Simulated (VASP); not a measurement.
# Nb (Im-3m) in VASP: a series of runs

Nb is run at these levels: PBE; tasks: single point.

Program: VASP 6.6.1. These are calculated values, not measurements. Logs are shortened: lines on timing, memory, paths and dates and some standing lists are left out, and cuts for length are marked.

## (1) The cell of the first run

It takes space group Im-3m (No. 229, cubic). Conventional cell: a = 3.318 Å, b = 3.318 Å, c = 3.318 Å, α = 90.00°, β = 90.00°, γ = 90.00°. Nb (site symmetry m-3m) has 14 Nb at 2.87 to 3.32 Å within 3.8 Å.

## (2) Single point, PBE

INCAR reads:

```
  PREC = Accurate
  ENCUT = 500
  EDIFF = 1E-6
  ISMEAR = 0
  SIGMA = 0.1
  LREAL = F
  LASPH = T
  NELM = 120
  ALGO = Normal
  ISIF = 2
  LWAVE = F
  LCHARG = F
  GGA = PE
  NBANDS = 12
  GGA_COMPAT = F
```

KPOINTS reads:

```
Automatic mesh
0
Gamma
  2 2 2
```

POSCAR reads:

```
Nb
1.0
   -1.6588161896      1.6588161896      1.6588161896
    1.6588161896     -1.6588161896      1.6588161896
    1.6588161896      1.6588161896     -1.6588161896
Nb
1
Direct
    0.0000000000      0.0000000000      0.0000000000
```

Potentials or basis: VASP PAW PBE potentials, release 64 (Nb_sv).

Launch:

```sh
> cat potpaw_PBE.64/Nb_sv/POTCAR > POTCAR
> mpirun -np 1 vasp_std > vasp.out
```

OUTCAR:

```text
PREC = Accurate
   ENCUT = 500
   EDIFF = 1E-6
   ISMEAR = 0
   LREAL = F
   LASPH = T
   NELM = 120
   ISIF = 2
   GGA = PE

 ion  position               nearest neighbor table
   1  0.000  0.000  0.000-

  LATTYP: Found a body centered cubic cell.
 ALAT       =     3.3176323792

  Lattice vectors:

 A1 = (  -1.6588161896,   1.6588161896,   1.6588161896)
 A2 = (   1.6588161896,  -1.6588161896,   1.6588161896)
 A3 = (   1.6588161896,   1.6588161896,  -1.6588161896)

Analysis of symmetry for initial positions (statically):
=====================================================================
 Subroutine PRICEL returns:
 Original cell was already a primitive cell.

 Routine SETGRP: Setting up the symmetry group for a
 body centered cubic supercell.

 Subroutine GETGRP returns: Found 48 space group operations
 (whereof 48 operations were pure point group operations)
 out of a pool of 48 trial point group operations.

The static configuration has the point symmetry O_h .

Analysis of symmetry for dynamics (positions and initial velocities):
=====================================================================
 Subroutine PRICEL returns:
 Original cell was already a primitive cell.

 Routine SETGRP: Setting up the symmetry group for a
 body centered cubic supercell.

 Subroutine GETGRP returns: Found 48 space group operations
 (whereof 48 operations were pure point group operations)
 out of a pool of 48 trial point group operations.

The dynamic configuration has the point symmetry O_h .

 Subroutine INISYM returns: Found 48 space group operations
 (whereof 48 operations are pure point group operations),
 and found     1 'primitive' translations

----------------------------------------------------------------------------------------

                                     Primitive cell

  volume of cell :      18.2581

  direct lattice vectors                    reciprocal lattice vectors
    -1.658816190  1.658816190  1.658816190     0.000000000  0.301419773  0.301419773
     1.658816190 -1.658816190  1.658816190     0.301419773  0.000000000  0.301419773
     1.658816190  1.658816190 -1.658816190     0.301419773  0.301419773  0.000000000

  length of vectors
     2.873153921  2.873153921  2.873153921     0.426271932  0.426271932  0.426271932

  position of ions in fractional coordinates (direct lattice)
     0.000000000  0.000000000  0.000000000

  ion indices of the primitive-cell ions
   primitive index   ion index
                 1           1

----------------------------------------------------------------------------------------

 KPOINTS: Automatic mesh

Automatic generation of k-mesh.
 Grid dimensions read from file:
 generate k-points for:    2    2    2

 Generating k-lattice:

  Cartesian coordinates                     Fractional coordinates (reciprocal lattice)
     0.000000000  0.150709887  0.150709887     0.500000000  0.000000000  0.000000000
     0.150709887  0.000000000  0.150709887     0.000000000  0.500000000  0.000000000
     0.150709887  0.150709887  0.000000000     0.000000000  0.000000000  0.500000000

  Length of vectors
     0.213135966  0.213135966  0.213135966

  Shift w.r.t. Gamma in fractional coordinates (k-lattice)
     0.000000000  0.000000000  0.000000000

 Subroutine IBZKPT returns following result:
 ===========================================

 Found      3 irreducible k-points:

 Following reciprocal coordinates:
            Coordinates               Weight
  0.000000  0.000000  0.000000      1.000000
  0.500000  0.000000  0.000000      6.000000
  0.500000  0.500000  0.500000      1.000000
   k-points           NKPTS =      3   k-points in BZ     NKDIM =      3   number of bands    NBANDS=     12
   number of dos      NEDOS =    301   number of ions     NIONS =      1
   total plane-waves  NPLWV =  13824
   dimension x,y,z NGX =    24 NGY =   24 NGZ =   24
   dimension x,y,z NGXF=    48 NGYF=   48 NGZF=   48
   ions per type =               1
   NGX,Y,Z   is equivalent  to a cutoff of  13.89, 13.89, 13.89 a.u.
   NGXF,Y,Z  is equivalent  to a cutoff of  27.77, 27.77, 27.77 a.u.
 SYSTEM =  unknown system
   PREC   = accura    normal or accurate (medium, high low for compatibility)
   ISTART =      0    job   : 0-new  1-cont  2-samecut
   ICHARG =      2    charge: 1-file 2-atom 10-const
   ISPIN  =      1    spin polarized calculation?
   LNONCOLLINEAR =      F non collinear calculations
   LSORBIT =      F    spin-orbit coupling
   LASPH  =      T    aspherical Exc in radial PAW
   ENCUT  =  500.0 eV  36.75 Ry    6.06 a.u.   5.24  5.24  5.24*2*pi/ulx,y,z
   NELM   =    120;   NELMIN=  2; NELMDL= -5     # of ELM steps
   EDIFF  = 0.1E-05   stopping-criterion for ELM
   LREAL  =      F    real-space projection
   EDIFFG = 0.1E-04   stopping-criterion for IOM
   NSW    =      0    number of steps for IOM
   IBRION =     -1    ionic relax: 0-MD 1-quasi-New 2-CG
   NFREE  =      0    steps in history (QN), initial steepest desc. (CG)
   ISIF   =      2    stress and relaxation
   ISYM   =      2    0-nonsym 1-usesym 2-fastsym
   POTIM  = 0.5000    time-step for ionic-motion
   TEBEG  =    0.0;   TEEND  =   0.0 temperature during run
   PSTRESS=    0.0 pullay stress
   NELECT =      13.0000    total number of electrons
   NUPDOWN=      -1.0000    fix difference up-down
   EMIN   =  10.00;   EMAX   =-10.00  energy-range for DOS
   EFERMI =   0.00;   METHOD = LEGACY
   ISMEAR =     0;   SIGMA  =   0.10  broadening in eV -4-tet -1-fermi 0-gaus
   EFERMI_NEDOS =   21; number of points for ismear=-14 and -15
   IALGO  =     38    algorithm
   IMIX   =      4    mixing-type and parameters
     AMIX     =   0.40;   BMIX     =  1.00
     AMIX_MAG =   1.60;   BMIX_MAG =  1.00
  volume/ion in A,a.u.               =      18.26       123.21
  Fermi-wavevector in a.u.,A,eV,Ry     =   1.461855  2.762506 29.075930  2.137021
  Thomas-Fermi vector in A             =   2.578137
   LORBIT       =      0    0 simple, 1 ext, 2 COOP (PROOUT), +10 PAW based schemes
   GGA     = PE    functional components
   LHFCALC =     F    Hartree Fock is set to
   AEXX    =    0.0000 exact exchange contribution
   IVDW    =     0    specifies the selected vdW correction
   LEPSILON=     F    determine dielectric tensor
   LRPA    =     F    only Hartree local field effects (RPA)
 non-spin polarized calculation
 Gauss-broadening in eV      SIGMA  =   0.10
  energy-cutoff  :      500.00
  volume of cell :       18.26
 maximum number of plane-waves:       476
 NGX is ok and might be reduce to    24
   NGX = 11   NGY = 11   NGZ = 11

 number of electron      12.9999999 magnetization

 Free energy of the ion-electron system (eV)
  ---------------------------------------------------
  ext. energy  EPLUGINS =         0.00000000
  ---------------------------------------------------
  free energy    TOTEN  =       -11.22980590 eV

  energy without entropy =      -11.19124032  energy(sigma->0) =      -11.21052311

 E-fermi :  13.1999     XC(G=0): -12.3882

 val. band max:       11.4893019079   @ k =   0.0000   0.0000   0.0000
 cond. band min:      13.2303565601   @ k =   0.5000   0.0000   0.0000
 fundamental gap:      1.7410546522
 Fermi energy:        13.1998995407

 k-point     1 :       0.0000    0.0000    0.0000
  band No.  band energies     occupation
      1     -43.2240      2.00000
      2     -18.5498      2.00000
      3     -18.5498      2.00000
      4     -18.5498      2.00000
      5       5.1008      2.00000
      6      11.4893      2.00000
      7      11.4893      2.00000
      8      11.4893      2.00000
      9      14.3390      0.00000
     10      14.3390      0.00000
     11      25.2002      0.00000
     12      25.2002      0.00000

 k-point     2 :       0.5000    0.0000    0.0000
  band No.  band energies     occupation
      1     -42.9899      2.00000
      2     -19.8595      2.00000
      3     -18.9631      2.00000
      4     -18.5621      2.00000
      5       7.3936      2.00000
      6       9.4823      2.00000
      7      13.2304      0.66667
      8      14.3753      0.00000
      9      15.0507      0.00000
     10      17.4234      0.00000
     11      22.5800      0.00000
     12      22.9378      0.00000

 k-point     3 :       0.5000    0.5000    0.5000
  band No.  band energies     occupation
      1     -42.8262      2.00000
      2     -19.4464      2.00000
      3     -19.4464      2.00000
      4     -19.4464      2.00000
      5       7.4141      2.00000
      6       7.4141      2.00000
      7      16.6641      0.00000
      8      16.6641      0.00000
      9      16.6641      0.00000
     10      19.9927      0.00000
     11      19.9927      0.00000
     12      19.9927      0.00000

------------------------ aborting loop because EDIFF is reached ----------------------------------------

  FORCE on cell =-STRESS in cart. coord.  units (eV):
  Direction    XX          YY          ZZ          XY          YZ          ZX
  --------------------------------------------------------------------------------------
  -------------------------------------------------------------------------------------
  Total       -2.5144725     -2.5144725     -2.5144725     -0.0000000     -0.0000000     -0.0000000
  in kB     -220.6493690   -220.6493690   -220.6493690     -0.0000000     -0.0000000     -0.0000000
  external PRESSURE =    -220.6493690 kB  Pullay stress =       0.0000000 kB

 VOLUME and BASIS-vectors are now :
 -----------------------------------------------------------------------------
  energy-cutoff  :      500.00
  volume of cell :       18.26
      direct lattice vectors                 reciprocal lattice vectors
    -1.658816190  1.658816190  1.658816190     0.000000000  0.301419773  0.301419773
     1.658816190 -1.658816190  1.658816190     0.301419773  0.000000000  0.301419773
     1.658816190  1.658816190 -1.658816190     0.301419773  0.301419773  0.000000000

 POSITION                                       TOTAL-FORCE (eV/Angst)
 -----------------------------------------------------------------------------------
      0.00000      0.00000      0.00000        -0.000000     -0.000000      0.000000
 -----------------------------------------------------------------------------------
    total drift:                               -0.000000      0.000000      0.000000

  FREE ENERGIE OF THE ION-ELECTRON SYSTEM (eV)
  ---------------------------------------------------
  free  energy   TOTEN  =       -11.2298059026 eV

  energy  without entropy=      -11.1912403226  energy(sigma->0) =      -11.21052311
```

It took 4.2 s on 1 thread of AMD EPYC 7R13 (Zen 3), shared host; peak memory 0.1 GiB.

What came out:

```
Free energy : -11.2298 eV
Pressure    : -22.1 GPa
```

Levels at points of the mesh, in eV from the Fermi level:
| k point | band 4 | band 5 | band 6 | band 7 | band 8 | band 9 |
| --- | --- | --- | --- | --- | --- | --- |
| (0.00, 0.00, 0.00) | -31.75 | -8.10 | -1.71 | -1.71 | -1.71 | 1.14 |
| (0.50, 0.00, 0.00) | -31.76 | -5.81 | -3.72 | 0.03 | 1.18 | 1.85 |
| (0.50, 0.50, 0.50) | -32.65 | -5.79 | -5.79 | 3.46 | 3.46 | 3.46 |

Caveat: the k points lie up to 1.34 Å⁻¹ apart.

## (3) Single point, PBE

INCAR reads:

```
PREC = Accurate
ENCUT = 500
EDIFF = 1E-6
ISMEAR = 0
SIGMA = 0.1
LREAL = F
LASPH = T
NELM = 120
ALGO = Normal
ISIF = 2
LWAVE = F
LCHARG = T
GGA = PE
LELF = T
LVHAR = T
NBANDS = 12
GGA_COMPAT = F
```

KPOINTS reads:

```
regular mesh
0
Gamma
  3 3 3
```

POSCAR is that of step 2.

Potentials or basis: VASP PAW PBE potentials, release 64 (Nb_sv).

Launch:

```sh
> cat potpaw_PBE.64/Nb_sv/POTCAR > POTCAR
> mpirun -np 1 vasp_std > vasp.out
```

Wall time 5.3 s (1 thread of AMD EPYC 7R13 (Zen 3), shared host); peak memory 0.1 GiB.

The run converged. Its results:

- Free energy: -10.3239 eV
- Pressure: -2.5 GPa

Levels at points of the mesh, in eV from the Fermi level:
| k point | band 4 | band 5 | band 6 | band 7 | band 8 | band 9 |
| --- | --- | --- | --- | --- | --- | --- |
| (0.00, 0.00, 0.00) | -30.12 | -6.27 | -0.01 | -0.01 | -0.01 | 2.85 |

Caveat: the k points lie up to 0.89 Å⁻¹ apart.

## (4) Single point, PBE

This run uses another cell than the first one, of 14.41 Å³/atom, 0.789 times its volume.

INCAR reads:

```
PREC     = Accurate       # precision mode
ENCUT    = 500            # plane-wave cutoff, eV
EDIFF    = 1E-6           # SCF threshold, eV
ISMEAR   = 0              # smearing method
SIGMA    = 0.1            # smearing width, eV
LREAL    = False          # projectors in reciprocal space
LASPH    = True           # aspherical terms in the spheres
NELM     = 120            # most SCF steps
ALGO     = Normal         # electronic algorithm
ISIF     = 2              # what is computed and relaxed
LWAVE    = False          # write WAVECAR
LCHARG   = True           # write CHGCAR
GGA      = PE             # functional
LELF     = True           # ELF
LVHAR    = True         
NBANDS   = 12             # bands
GGA_COMPAT= False
```

KPOINTS is that of step 3.

POSCAR reads:

```
Nb
1.0
   -1.5328180282      1.5328180282      1.5328180282
    1.5328180282     -1.5328180282      1.5328180282
    1.5328180282      1.5328180282     -1.5328180282
Nb
1
Direct
    0.0000000000      0.0000000000      0.0000000000
```

Launch:

```sh
> cat potpaw_PBE.64/Nb_sv/POTCAR > POTCAR
> mpirun -np 1 vasp_std > vasp.out
```

Wall time 3.7 s (1 thread of AMD EPYC 7R13 (Zen 3), shared host); peak memory 0.09 GiB.

Results (log left out):

| Property | Result |
| --- | --- |
| Free energy | -9.8249 eV |
| Pressure | 55.5 GPa |

Levels at points of the mesh, in eV from the Fermi level:
| k point | band 4 | band 5 | band 6 | band 7 | band 8 | band 9 |
| --- | --- | --- | --- | --- | --- | --- |
| (0.00, 0.00, 0.00) | -29.97 | -7.24 | -0.88 | -0.88 | -0.88 | 2.84 |

Caveat: the k points lie up to 0.97 Å⁻¹ apart.

## (5) The runs side by side

| cell | k mesh | gap on the mesh (eV) | pressure (GPa) |
| --- | --- | --- | --- |
| a = 2.873 Å, angles 109.5°, 1 atom | 2 × 2 × 2 | none | -22.1 |
| a = 2.873 Å, angles 109.5°, 1 atom | 3 × 3 × 3 | none | -2.5 |
| a = 2.655 Å, angles 109.5°, 1 atom | 3 × 3 × 3 | none | 55.5 |

Alike in all rows: task single point; level PBE; potentials or basis VASP PAW PBE potentials, release 64 (Nb_sv); no spin polarisation; cutoff (eV) 500; smearing gaussian 0.1 eV.

Caveats: all runs use coarse meshes.

Absolute energies hang on the potentials; compare differences alone.
